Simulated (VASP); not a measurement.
# AlNi (Imma) in VASP: single point with PBE

Aim: the single point of AlNi with PBE.

All numbers are computed with VASP 6.6.1; they aren't measurements. Logs are shortened: lines on timing, memory, paths and dates and some standing lists are left out, and cuts for length are marked.

## Step 1: The cell of the first run

It takes space group Imma (No. 74, orthorhombic). The conventional cell has a = 4.091 Å, b = 5.786 Å, c = 4.091 Å, α = 90.00°, β = 90.00°, γ = 90.00°. Al (site symmetry mm2) has 8 Ni at 2.47 to 2.54 Å and 6 Al at 2.84 to 2.95 Å within 3.3 Å. Within 3.3 Å of Ni (site symmetry 2/m) lie 8 Al at 2.47 to 2.54 Å and 6 Ni at 2.89 Å.

## Step 2: Single point, PBE (atoms displaced along a vibrational mode)

INCAR reads:

```
SYSTEM = AlNi
  ALGO = Fast
  EDIFF = 1E-6
  ENCUT = 520
  GGA = PE
  ISIF = 2
  ISMEAR = 0
  LASPH = .TRUE.
  LCHARG = .TRUE.
  LELF = .TRUE.
  LREAL = .FALSE.
  LVHAR = .TRUE.
  LWAVE = .FALSE.
  NBANDS = 21
  NELM = 60
  PREC = Accurate
  SIGMA = 0.15
```

KPOINTS reads:

```
k-points
0
G
  18 18 18
  0 0 0
```

POSCAR reads:

```
AlNi
1.0
   -2.8930835280      0.0000000000     -2.8930835280
    0.0000000000     -2.8930835280     -2.8930835280
   -2.8930835280     -2.8930835280      0.0000000000
Al Ni
2 2
Direct
    0.0000000000      0.0000000000      0.0091654818
    0.5000000000      0.5000000000      0.4908345182
    0.2500000000      0.2500000000      0.2500000000
    0.7500000000      0.7500000000      0.7500000000
```

Potentials or basis: VASP PAW PBE potentials, release 64 (Al, Ni).

Started as:

```
cat potpaw_PBE.64/Al/POTCAR potpaw_PBE.64/Ni/POTCAR > POTCAR
mpirun -np 1 vasp_std > vasp.out
```

OUTCAR:

```text
SYSTEM = AlNi
   EDIFF = 1E-6
   ENCUT = 520
   GGA = PE
   ISIF = 2
   ISMEAR = 0
   LASPH = .TRUE.
   LREAL = .FALSE.
   NELM = 60
   PREC = Accurate

 ion  position               nearest neighbor table
   1  0.000  0.000  0.009-   4 2.47   3 2.47   4 2.51   4 2.51   3 2.51   3 2.51   4 2.54   3 2.54
                             2 2.84   2 2.84   2 2.89   2 2.89   2 2.95   2 2.95
   2  0.500  0.500  0.491-   3 2.47   4 2.47   3 2.51   3 2.51   4 2.51   4 2.51   4 2.54   3 2.54
                             1 2.84   1 2.84   1 2.89   1 2.89   1 2.95   1 2.95
   3  0.250  0.250  0.250-   1 2.47   2 2.47   1 2.51   1 2.51   2 2.51   2 2.51   1 2.54   2 2.54
                             4 2.89   4 2.89   4 2.89   4 2.89   4 2.89   4 2.89
   4  0.750  0.750  0.750-   2 2.47   1 2.47   2 2.51   2 2.51   1 2.51   1 2.51   2 2.54   1 2.54
                             3 2.89   3 2.89   3 2.89   3 2.89   3 2.89   3 2.89

  LATTYP: Found a face centered cubic cell.
 ALAT       =     5.7861670560

  Lattice vectors:

 A1 = (  -2.8930835280,   0.0000000000,  -2.8930835280)
 A2 = (   0.0000000000,  -2.8930835280,  -2.8930835280)
 A3 = (  -2.8930835280,  -2.8930835280,   0.0000000000)

Analysis of symmetry for initial positions (statically):
=====================================================================
 Subroutine PRICEL returns:
 Original cell was already a primitive cell.

 Routine SETGRP: Setting up the symmetry group for a
 face centered cubic supercell.

 Subroutine GETGRP returns: Found  8 space group operations
 (whereof  4 operations were pure point group operations)
 out of a pool of 48 trial point group operations.

The static configuration has the point symmetry C_2v.
 The point group associated with its full space group is D_2h.

Analysis of symmetry for dynamics (positions and initial velocities):
=====================================================================
 Subroutine PRICEL returns:
 Original cell was already a primitive cell.

 Routine SETGRP: Setting up the symmetry group for a
 face centered cubic supercell.

 Subroutine GETGRP returns: Found  8 space group operations
 (whereof  4 operations were pure point group operations)
 out of a pool of 48 trial point group operations.

The dynamic configuration has the point symmetry C_2v.
 The point group associated with its full space group is D_2h.

 Subroutine INISYM returns: Found  8 space group operations
 (whereof  4 operations are pure point group operations),
 and found     1 'primitive' translations

----------------------------------------------------------------------------------------

                                     Primitive cell

  volume of cell :      48.4298

  direct lattice vectors                    reciprocal lattice vectors
    -2.893083528  0.000000000 -2.893083528    -0.172825981  0.172825981 -0.172825981
     0.000000000 -2.893083528 -2.893083528     0.172825981 -0.172825981 -0.172825981
    -2.893083528 -2.893083528  0.000000000    -0.172825981 -0.172825981  0.172825981

  length of vectors
     4.091437962  4.091437962  4.091437962     0.299343381  0.299343381  0.299343381

  position of ions in fractional coordinates (direct lattice)
     0.000000000  0.000000000  0.009165482
     0.500000000  0.500000000  0.490834518
     0.250000000  0.250000000  0.250000000
     0.750000000  0.750000000  0.750000000

  ion indices of the primitive-cell ions
   primitive index   ion index
                 1           1
                 2           2
                 3           3
                 4           4

----------------------------------------------------------------------------------------

 KPOINTS: k-points

Automatic generation of k-mesh.
 Grid dimensions read from file:
 generate k-points for:   18   18   18

 Generating k-lattice:

  Cartesian coordinates                     Fractional coordinates (reciprocal lattice)
    -0.009601443  0.009601443 -0.009601443     0.055555556  0.000000000  0.000000000
     0.009601443 -0.009601443 -0.009601443     0.000000000  0.055555556  0.000000000
    -0.009601443 -0.009601443  0.009601443     0.000000000  0.000000000  0.055555556

  Length of vectors
     0.016630188  0.016630188  0.016630188

  Shift w.r.t. Gamma in fractional coordinates (k-lattice)
     0.000000000  0.000000000  0.000000000

 Subroutine IBZKPT returns following result:
 ===========================================

 Found    865 irreducible k-points:

 Following reciprocal coordinates:
            Coordinates               Weight
  0.000000  0.000000  0.000000      1.000000
  0.055556  0.000000  0.000000      4.000000
  0.000000  0.000000  0.055556      4.000000
  0.111111  0.000000  0.000000      4.000000
  0.000000  0.000000  0.111111      4.000000
  0.166667  0.000000  0.000000      4.000000
[... 16 lines left out ...]
  0.000000  0.111111  0.055556      8.000000
  0.055556  0.000000  0.111111      8.000000
 [... further k-points ...]
   k-points           NKPTS =    865   k-points in BZ     NKDIM =    865   number of bands    NBANDS=     21
   number of dos      NEDOS =    301   number of ions     NIONS =      4
   total plane-waves  NPLWV =  27000
   dimension x,y,z NGX =    30 NGY =   30 NGZ =   30
   dimension x,y,z NGXF=    60 NGYF=   60 NGZF=   60
   ions per type =               2   2
   NGX,Y,Z   is equivalent  to a cutoff of  12.19, 12.19, 12.19 a.u.
   NGXF,Y,Z  is equivalent  to a cutoff of  24.38, 24.38, 24.38 a.u.
 SYSTEM =  AlNi
   PREC   = accura    normal or accurate (medium, high low for compatibility)
   ISTART =      0    job   : 0-new  1-cont  2-samecut
   ICHARG =      2    charge: 1-file 2-atom 10-const
   ISPIN  =      1    spin polarized calculation?
   LNONCOLLINEAR =      F non collinear calculations
   LSORBIT =      F    spin-orbit coupling
   LASPH  =      T    aspherical Exc in radial PAW
   ENCUT  =  520.0 eV  38.22 Ry    6.18 a.u.   7.61  7.61  7.61*2*pi/ulx,y,z
   NELM   =     60;   NELMIN=  2; NELMDL= -5     # of ELM steps
   EDIFF  = 0.1E-05   stopping-criterion for ELM
   LREAL  =      F    real-space projection
   EDIFFG = 0.1E-04   stopping-criterion for IOM
   NSW    =      0    number of steps for IOM
   IBRION =     -1    ionic relax: 0-MD 1-quasi-New 2-CG
   NFREE  =      0    steps in history (QN), initial steepest desc. (CG)
   ISIF   =      2    stress and relaxation
   ISYM   =      2    0-nonsym 1-usesym 2-fastsym
   POTIM  = 0.5000    time-step for ionic-motion
   TEBEG  =    0.0;   TEEND  =   0.0 temperature during run
   PSTRESS=    0.0 pullay stress
   NELECT =      26.0000    total number of electrons
   NUPDOWN=      -1.0000    fix difference up-down
   EMIN   =  10.00;   EMAX   =-10.00  energy-range for DOS
   EFERMI =   0.00;   METHOD = LEGACY
   ISMEAR =     0;   SIGMA  =   0.15  broadening in eV -4-tet -1-fermi 0-gaus
   EFERMI_NEDOS =   21; number of points for ismear=-14 and -15
   IALGO  =     68    algorithm
   IMIX   =      4    mixing-type and parameters
     AMIX     =   0.40;   BMIX     =  1.00
     AMIX_MAG =   1.60;   BMIX_MAG =  1.00
  volume/ion in A,a.u.               =      12.11        81.71
  Fermi-wavevector in a.u.,A,eV,Ry     =   1.330541  2.514358 24.086934  1.770340
  Thomas-Fermi vector in A             =   2.459620
   LORBIT       =      0    0 simple, 1 ext, 2 COOP (PROOUT), +10 PAW based schemes
   GGA     = PE    functional components
   LHFCALC =     F    Hartree Fock is set to
   AEXX    =    0.0000 exact exchange contribution
   IVDW    =     0    specifies the selected vdW correction
   LEPSILON=     F    determine dielectric tensor
   LRPA    =     F    only Hartree local field effects (RPA)
 non-spin polarized calculation
 RMM-DIIS sequential band-by-band and
 Gauss-broadening in eV      SIGMA  =   0.15
  energy-cutoff  :      520.00
  volume of cell :       48.43
 maximum number of plane-waves:      1323
   NGX = 15   NGY = 15   NGZ = 15

 number of electron      25.9999992 magnetization

 Free energy of the ion-electron system (eV)
  ---------------------------------------------------
  ext. energy  EPLUGINS =         0.00000000
  ---------------------------------------------------
  free energy    TOTEN  =       -21.07188091 eV

  energy without entropy =      -21.05361524  energy(sigma->0) =      -21.06274807

 E-fermi :   9.8568     XC(G=0): -11.9874

 val. band max:        9.8497321771   @ k =  -0.3333   0.2778   0.1111
 cond. band min:       9.8582470880   @ k =   0.1667   0.1667  -0.0556
 fundamental gap:      0.0085149109
 Fermi energy:         9.8568189453

 k-point     1 :       0.0000    0.0000    0.0000
  band No.  band energies     occupation
      1      -1.1876      2.00000
      2       5.8194      2.00000
      3       5.8259      2.00000
      4       5.8276      2.00000
      5       6.6942      2.00000
      6       6.6983      2.00000
[... 13 lines left out ...]
     20      15.3173      0.00000
     21      15.3279      0.00000

 k-point     2 :       0.0556    0.0000    0.0000
  band No.  band energies     occupation
      1      -1.1453      2.00000
      2       5.7808      2.00000
      3       5.8423      2.00000
      4       5.8431      2.00000
      5       6.6979      2.00000
      6       6.7020      2.00000
[... 13 lines left out ...]
     20      15.1313      0.00000
     21      15.2558      0.00000

 k-point     3 :       0.0000    0.0000    0.0556
  band No.  band energies     occupation
      1      -1.1454      2.00000
      2       5.7853      2.00000
      3       5.8366      2.00000
      4       5.8443      2.00000
      5       6.6979      2.00000
      6       6.7022      2.00000
[... 13 lines left out ...]
     20      15.1247      0.00000
     21      15.2761      0.00000
[... 457 lines left out ...]
 k-point    23 :       0.0000    0.1111    0.0556
  band No.  band energies     occupation
      1      -1.0328      2.00000
      2       5.6871      2.00000
      3       5.8785      2.00000
      4       5.8844      2.00000
      5       6.6915      2.00000
      6       6.7251      2.00000
[... 13 lines left out ...]
     20      15.3685      0.00000
     21      15.4004      0.00000

 k-point    24 :       0.0556    0.0000    0.1111
  band No.  band energies     occupation
      1      -1.0328      2.00000
      2       5.6911      2.00000
      3       5.8760      2.00000
      4       5.8829      2.00000
      5       6.6918      2.00000
      6       6.7251      2.00000
[... 13 lines left out ...]
     20      15.3161      0.00000
     21      15.4613      0.00000

 [... further k-points ...]

------------------------ aborting loop because EDIFF is reached ----------------------------------------

  FORCE on cell =-STRESS in cart. coord.  units (eV):
  Direction    XX          YY          ZZ          XY          YZ          ZX
  --------------------------------------------------------------------------------------
  -------------------------------------------------------------------------------------
  Total        0.2181206      0.2181206      0.1984899      0.0230723      0.0000000      0.0000000
  in kB        7.2159655      7.2159655      6.5665328      0.7632880      0.0000000      0.0000000
  external PRESSURE =       6.9994879 kB  Pullay stress =       0.0000000 kB

 VOLUME and BASIS-vectors are now :
 -----------------------------------------------------------------------------
  energy-cutoff  :      520.00
  volume of cell :       48.43
      direct lattice vectors                 reciprocal lattice vectors
    -2.893083528  0.000000000 -2.893083528    -0.172825981  0.172825981 -0.172825981
     0.000000000 -2.893083528 -2.893083528     0.172825981 -0.172825981 -0.172825981
    -2.893083528 -2.893083528  0.000000000    -0.172825981 -0.172825981  0.172825981

 POSITION                                       TOTAL-FORCE (eV/Angst)
 -----------------------------------------------------------------------------------
     -0.02652     -0.02652      0.00000         0.283684      0.283684     -0.000000
     -2.86657     -2.86657     -2.89308        -0.283684     -0.283684      0.000000
     -1.44654     -1.44654     -1.44654        -0.000000      0.000000      0.000000
     -4.33963     -4.33963     -4.33963        -0.000000      0.000000      0.000000
 -----------------------------------------------------------------------------------
    total drift:                                0.000000      0.000000     -0.000000

  FREE ENERGIE OF THE ION-ELECTRON SYSTEM (eV)
  ---------------------------------------------------
  free  energy   TOTEN  =       -21.0718809056 eV

  energy  without entropy=      -21.0536152381  energy(sigma->0) =      -21.06274807
```

Run time: 23 min. Hardware: 1 thread of Oxide Virtual Turin-like, shared host; peak memory 0.75 GiB.

What came out:

* Free energy: -21.0719 eV
* Pressure: 0.7 GPa
* Largest force: 0.401 eV/Å
* Band gap on the k mesh: zero (bands 13 and 14 overlap by 2.84 eV)

Forces in eV/Å, atoms in the order of the input:
```
Al   0.284  0.284  0.000
Al  -0.284 -0.284  0.000
Ni   0.000  0.000  0.000
Ni   0.000  0.000  0.000
```

Stress tensor (GPa, compression positive):
```
0.72 0.08 0.00
0.08 0.72 0.00
0.00 0.00 0.66
```

Levels at points of the mesh, in eV from the Fermi level:
```
           k point  band 11  band 12  band 13  band 14  band 15  band 16
(0.00, 0.00, 0.00)    -0.97     2.01     2.01     2.02     3.58     4.38
(0.50, 0.00, 0.00)    -2.04    -2.04     2.15     2.15     2.34     2.34
(0.00, 0.00, 0.50)    -2.07    -2.04     2.17     2.21     2.28     2.32
(0.50, 0.50, 0.00)    -2.03    -1.43    -0.99    -0.64     1.46     2.41
(0.00, 0.50, 0.50)    -2.03    -1.43    -1.00    -0.64     1.46     2.41
```

Caveat: the cell differs from its parent crystal (atoms displaced along a vibrational mode). Spin polarisation is off, so any magnetic state and its effect on volume and gap are missing.
